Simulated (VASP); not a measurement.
The system is GaGe.

```
Ge Ga
1.0
     0.00000    2.89784    2.89784
     2.89784    0.00000    2.89784
     2.89784    2.89784    0.00000
Ge Ga
1 1
Direct
  0.00000 0.00000 0.00000
  0.25000 0.25000 0.25000
```

Base run:

| Item | Value |
| --- | --- |
| Program | VASP 6.6.1 |
| Functional | PBEsol |
| Potentials or basis | VASP PAW PBE potentials, release 64 (Ge_d, Ga_d) |
| Cutoff | 520 eV |
| k mesh | 8 × 8 × 8 |
| Occupations | fermi-dirac, width 0.05 eV |
| Spin | no spin polarisation |

Its results: pressure -2.4 GPa.

Problem. The run is repeated on the same cell with these changes: functional from PBEsol to BLYP. What comes out?

Solution. Pressure 3.4 GPa.

BLYP binds less tightly than PBEsol, so the same cell stands under more pressure.

Caveats: the PAW data sets were made with another functional, which shifts forces and pressure a little.
